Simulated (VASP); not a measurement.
# InSe in VASP: further runs

InSe is run at these levels: PBE+D3(BJ); tasks: single point.

Everything below comes from runs of VASP 6.6.1. Logs are shortened: lines on timing, memory, paths and dates and some standing lists are left out, and cuts for length are marked.

### 1 The cell of the first run

The cell holds a slab with vacuum, 4 atoms: a = 3.960 Å, b = 3.960 Å, c = 36.721 Å, α = 90.00°, β = 90.00°, γ = 120.00°.

### 2 Single point, PBE+D3(BJ)

The input, INCAR:

```
SYSTEM = InSe
PREC = Accurate ; ENCUT = 520
EDIFF = 1E-6 ; ISMEAR = 0
SIGMA = 0.02 ; LREAL = .FALSE.
LASPH = .TRUE. ; NELM = 100
ALGO = Normal ; ISIF = 2
LWAVE = .FALSE. ; LCHARG = .FALSE.
LDIPOL = .TRUE. ; IDIPOL = 3
DIPOL = 0.5 0.5 0.500 ; GGA = PE
IVDW = 12 ; NBANDS = 27
```

The input, KPOINTS:

```
regular mesh
0
G
  9 9 1
  0 0 0
```

The input, POSCAR:

```
InSe
1.0
    3.9600000000      0.0000000000      0.0000000000
   -1.9800000000      3.4294605990      0.0000000000
    0.0000000000      0.0000000000     36.7211901288
Se In
2 2
Direct
    0.0000000000      0.0000000000      0.4266497246
    0.0000000000      0.0000000000      0.5733225307
    0.6666666667      0.3333333333      0.4619327665
    0.6666666667      0.3333333333      0.5380395423
```

Potentials or basis: VASP PAW PBE potentials, release 64 (Se, In_d).

The run is started by

```
cat potpaw_PBE.64/Se/POTCAR potpaw_PBE.64/In_d/POTCAR > POTCAR
mpirun -np 1 vasp_std > vasp.out
```

OUTCAR:

```text
SYSTEM = InSe
   PREC = Accurate
   ENCUT = 520
   EDIFF = 1E-6
   ISMEAR = 0
   LREAL = .FALSE.
   LASPH = .TRUE.
   NELM = 100
   ISIF = 2
   GGA = PE
   IVDW = 12
 IVDW          = 12

 ion  position               nearest neighbor table
   1  0.000  0.000  0.427-   3 2.63   3 2.63   3 2.63
   2  0.000  0.000  0.573-   4 2.63   4 2.63   4 2.63
   3  0.667  0.333  0.462-   1 2.63   1 2.63   1 2.63   4 2.79
   4  0.667  0.333  0.538-   2 2.63   2 2.63   2 2.63   3 2.79

  LATTYP: Found a hexagonal cell.
 ALAT       =     3.9600000000
 C/A-ratio  =     9.2730278103

  Lattice vectors:

 A1 = (   3.9600000000,   0.0000000000,   0.0000000000)
 A2 = (  -1.9800000000,   3.4294605990,   0.0000000000)
 A3 = (   0.0000000000,   0.0000000000,  36.7211901288)

Analysis of symmetry for initial positions (statically):
=====================================================================
 Subroutine PRICEL returns:
 Original cell was already a primitive cell.

 Routine SETGRP: Setting up the symmetry group for a
 hexagonal supercell.

 Subroutine GETGRP returns: Found 12 space group operations
 (whereof  6 operations were pure point group operations)
 out of a pool of 24 trial point group operations.

The static configuration has the point symmetry C_3v.
 The point group associated with its full space group is D_3h.

Analysis of symmetry for dynamics (positions and initial velocities):
=====================================================================
 Subroutine PRICEL returns:
 Original cell was already a primitive cell.

 Routine SETGRP: Setting up the symmetry group for a
 hexagonal supercell.

 Subroutine GETGRP returns: Found 12 space group operations
 (whereof  6 operations were pure point group operations)
 out of a pool of 24 trial point group operations.

The dynamic configuration has the point symmetry C_3v.
 The point group associated with its full space group is D_3h.

 Subroutine INISYM returns: Found 12 space group operations
 (whereof  6 operations are pure point group operations),
 and found     1 'primitive' translations

----------------------------------------------------------------------------------------

                                     Primitive cell

  volume of cell :     498.6981

  direct lattice vectors                    reciprocal lattice vectors
     3.960000000  0.000000000  0.000000000     0.252525253  0.145795523  0.000000000
    -1.980000000  3.429460599  0.000000000     0.000000000  0.291591045  0.000000000
     0.000000000  0.000000000 36.721190129     0.000000000  0.000000000  0.027232233

  length of vectors
     3.960000000  3.960000000 36.721190129     0.291591045  0.291591045  0.027232233

  position of ions in fractional coordinates (direct lattice)
     0.000000000  0.000000000  0.426649725
     0.000000000  0.000000000  0.573322531
     0.666666667  0.333333333  0.461932766
     0.666666667  0.333333333  0.538039542

  ion indices of the primitive-cell ions
   primitive index   ion index
                 1           1
                 2           2
                 3           3
                 4           4

----------------------------------------------------------------------------------------

 KPOINTS: regular mesh

Automatic generation of k-mesh.
 Grid dimensions read from file:
 generate k-points for:    9    9    1

 Generating k-lattice:

  Cartesian coordinates                     Fractional coordinates (reciprocal lattice)
     0.028058361  0.016199503  0.000000000     0.111111111 -0.000000000  0.000000000
     0.000000000  0.032399005  0.000000000     0.000000000  0.111111111  0.000000000
     0.000000000  0.000000000  0.027232233     0.000000000  0.000000000  1.000000000

  Length of vectors
     0.032399005  0.032399005  0.027232233

  Shift w.r.t. Gamma in fractional coordinates (k-lattice)
     0.000000000  0.000000000  0.000000000

 Subroutine IBZKPT returns following result:
 ===========================================

 Found     12 irreducible k-points:

 Following reciprocal coordinates:
            Coordinates               Weight
  0.000000  0.000000  0.000000      1.000000
  0.111111  0.000000  0.000000      6.000000
  0.222222  0.000000  0.000000      6.000000
  0.333333  0.000000  0.000000      6.000000
  0.444444  0.000000  0.000000      6.000000
  0.111111  0.111111  0.000000      6.000000
  0.222222  0.111111  0.000000     12.000000
  0.333333  0.111111  0.000000     12.000000
  0.444444  0.111111  0.000000      6.000000
  0.222222  0.222222  0.000000      6.000000
  0.333333  0.222222  0.000000     12.000000
  0.333333  0.333333  0.000000      2.000000
   k-points           NKPTS =     12   k-points in BZ     NKDIM =     12   number of bands    NBANDS=     27
   number of dos      NEDOS =    301   number of ions     NIONS =      4
   total plane-waves  NPLWV = 252000
   dimension x,y,z NGX =    30 NGY =   30 NGZ =  280
   dimension x,y,z NGXF=    60 NGYF=   60 NGZF=  560
   ions per type =               2   2
   NGX,Y,Z   is equivalent  to a cutoff of  12.59, 12.59, 12.68 a.u.
   NGXF,Y,Z  is equivalent  to a cutoff of  25.19, 25.19, 25.35 a.u.
 SYSTEM =  InSe
   PREC   = accura    normal or accurate (medium, high low for compatibility)
   ISTART =      0    job   : 0-new  1-cont  2-samecut
   ICHARG =      2    charge: 1-file 2-atom 10-const
   ISPIN  =      1    spin polarized calculation?
   LNONCOLLINEAR =      F non collinear calculations
   LSORBIT =      F    spin-orbit coupling
   LASPH  =      T    aspherical Exc in radial PAW
   ENCUT  =  520.0 eV  38.22 Ry    6.18 a.u.   7.36  7.36 68.28*2*pi/ulx,y,z
   NELM   =    100;   NELMIN=  2; NELMDL= -5     # of ELM steps
   EDIFF  = 0.1E-05   stopping-criterion for ELM
   LREAL  =      F    real-space projection
   EDIFFG = 0.1E-04   stopping-criterion for IOM
   NSW    =      0    number of steps for IOM
   IBRION =     -1    ionic relax: 0-MD 1-quasi-New 2-CG
   NFREE  =      0    steps in history (QN), initial steepest desc. (CG)
   ISIF   =      2    stress and relaxation
   ISYM   =      2    0-nonsym 1-usesym 2-fastsym
   POTIM  = 0.5000    time-step for ionic-motion
   TEBEG  =    0.0;   TEEND  =   0.0 temperature during run
   PSTRESS=    0.0 pullay stress
   NELECT =      38.0000    total number of electrons
   NUPDOWN=      -1.0000    fix difference up-down
   EMIN   =  10.00;   EMAX   =-10.00  energy-range for DOS
   EFERMI =   0.00;   METHOD = LEGACY
   ISMEAR =     0;   SIGMA  =   0.02  broadening in eV -4-tet -1-fermi 0-gaus
   EFERMI_NEDOS =   21; number of points for ismear=-14 and -15
   IALGO  =     38    algorithm
   IMIX   =      4    mixing-type and parameters
     AMIX     =   0.40;   BMIX     =  1.00
     AMIX_MAG =   1.60;   BMIX_MAG =  1.00
  volume/ion in A,a.u.               =     124.67       841.35
  Fermi-wavevector in a.u.,A,eV,Ry     =   0.694049  1.311562  6.553980  0.481704
  Thomas-Fermi vector in A             =   1.776433
   LORBIT       =      0    0 simple, 1 ext, 2 COOP (PROOUT), +10 PAW based schemes
   GGA     = PE    functional components
   LHFCALC =     F    Hartree Fock is set to
   AEXX    =    0.0000 exact exchange contribution
   IVDW    =    12    specifies the selected vdW correction
   LEPSILON=     F    determine dielectric tensor
   LRPA    =     F    only Hartree local field effects (RPA)
 non-spin polarized calculation
 Gauss-broadening in eV      SIGMA  =   0.02
  energy-cutoff  :      520.00
  volume of cell :      498.70
 maximum number of plane-waves:     13559
 NGX is ok and might be reduce to    30
   NGX = 15   NGY = 15   NGZ =137

 dipolmoment           0.000000      0.000000      0.000000 electrons x Angstroem

 number of electron      37.9999987 magnetization

 dipolmoment           0.000000      0.000000     -0.000012 electrons x Angstroem

 Free energy of the ion-electron system (eV)
  ---------------------------------------------------
  ext. energy  EPLUGINS =         0.00000000
  ---------------------------------------------------
  free energy    TOTEN  =       -14.14314431 eV

  energy without entropy =      -14.14314431  energy(sigma->0) =      -14.14314431

 E-fermi :  -3.7128     XC(G=0):  -2.3604

 val. band max:       -3.8295250275   @ k =   0.1111   0.1111   0.0000
 cond. band min:      -2.0095957163   @ k =   0.0000   0.0000   0.0000
 fundamental gap:      1.8199293113
 Fermi energy:        -3.7127980633

 k-point     1 :       0.0000    0.0000    0.0000
  band No.  band energies     occupation
      1     -17.8046      2.00000
      2     -17.6263      2.00000
      3     -17.6263      2.00000
      4     -17.5478      2.00000
      5     -17.5478      2.00000
      6     -17.5287      2.00000
[... 19 lines left out ...]
     26       2.2154      0.00000
     27       2.3480      0.00000

 k-point     2 :       0.1111    0.0000    0.0000
  band No.  band energies     occupation
      1     -17.8067      2.00000
      2     -17.6735      2.00000
      3     -17.6233      2.00000
      4     -17.6063      2.00000
      5     -17.5381      2.00000
      6     -17.5323      2.00000
[... 19 lines left out ...]
     26       2.2340      0.00000
     27       2.3725      0.00000

 k-point     3 :       0.2222    0.0000    0.0000
  band No.  band energies     occupation
      1     -17.8407      2.00000
      2     -17.7355      2.00000
      3     -17.7177      2.00000
      4     -17.6192      2.00000
      5     -17.5415      2.00000
      6     -17.5135      2.00000
[... 234 lines left out ...]
      1     -17.9644      2.00000
      2     -17.8706      2.00000
      3     -17.7368      2.00000
      4     -17.6394      2.00000
      5     -17.5374      2.00000
      6     -17.4806      2.00000
[... 19 lines left out ...]
     26       3.9669      0.00000
     27       4.0137      0.00000

 k-point    12 :       0.3333    0.3333    0.0000
  band No.  band energies     occupation
      1     -17.9695      2.00000
      2     -17.8784      2.00000
      3     -17.7352      2.00000
      4     -17.6460      2.00000
      5     -17.5267      2.00000
      6     -17.4900      2.00000
[... 19 lines left out ...]
     26       4.0282      0.00000
     27       4.2979      0.00000

------------------------ aborting loop because EDIFF is reached ----------------------------------------

 vacuum level on the upper side and lower side of the slab       (xc-potential included)        -0.006        -0.006

 Edisp (eV)   -0.91857

 E8    (eV) :    -0.4431

  FORCE on cell =-STRESS in cart. coord.  units (eV):
  Direction    XX          YY          ZZ          XY          YZ          ZX
  --------------------------------------------------------------------------------------
  -------------------------------------------------------------------------------------
  Total       1.61830     1.61830     0.64900     0.00000     0.00000     0.00000
  in kB       5.19915     5.19915     2.08507     0.00000     0.00000     0.00000
  external pressure =        4.16 kB  Pullay stress =        0.00 kB

 VOLUME and BASIS-vectors are now :
 -----------------------------------------------------------------------------
  energy-cutoff  :      520.00
  volume of cell :      498.70
      direct lattice vectors                 reciprocal lattice vectors
     3.960000000  0.000000000  0.000000000     0.252525253  0.145795523  0.000000000
    -1.980000000  3.429460599  0.000000000     0.000000000  0.291591045  0.000000000
     0.000000000  0.000000000 36.721190129     0.000000000  0.000000000  0.027232233

 POSITION                                       TOTAL-FORCE (eV/Angst)
 -----------------------------------------------------------------------------------
      0.00000      0.00000     15.66709        -0.000000     -0.000000     -0.273382
      0.00000      0.00000     21.05309        -0.000000     -0.000000      0.273382
      1.98000      1.14315     16.96272         0.000000      0.000000      0.286522
      1.98000      1.14315     19.75745         0.000000      0.000000     -0.286522
 -----------------------------------------------------------------------------------
    total drift:                               -0.000000      0.000000     -0.001489

  FREE ENERGIE OF THE ION-ELECTRON SYSTEM (eV)
  ---------------------------------------------------
  free  energy   TOTEN  =       -15.0617094179 eV

  energy  without entropy=      -15.0617094179  energy(sigma->0) =      -15.06170942

 vacuum level on the upper side and lower side of the slab         2.166         2.166
```

It took 2.5 min on 1 thread of Intel Xeon 6975P-C (Granite Rapids), shared host; peak memory 0.58 GiB.

What came out:

```yaml
Free_energy: -15.0617 eV
Largest_force: 0.287 eV/Å
Band_gap_on_the_k_mesh: 1.82 eV (least direct gap 1.91 eV)
Dispersion_energy_per_atom: -0.230 eV
```

Forces on the atoms (eV/Å):
```
Se   0.000  0.000 -0.273
Se   0.000  0.000  0.273
In   0.000  0.000  0.287
In   0.000  0.000 -0.287
```

Levels at points of the mesh, in eV from the valence-band top:
| k point | band 15 | band 16 | band 17 | band 18 | band 19 | band 20 | band 21 | band 22 | band 23 | band 24 |
| --- | --- | --- | --- | --- | --- | --- | --- | --- | --- | --- |
| (0.00, 0.00, 0.00) | -0.36 | -0.36 | -0.28 | -0.28 | -0.09 | 1.82 | 3.04 | 5.30 | 5.30 | 5.60 |

Caveat: spin-orbit coupling is left out, which moves the levels of the heavy elements.

[end of part 1 of 3]
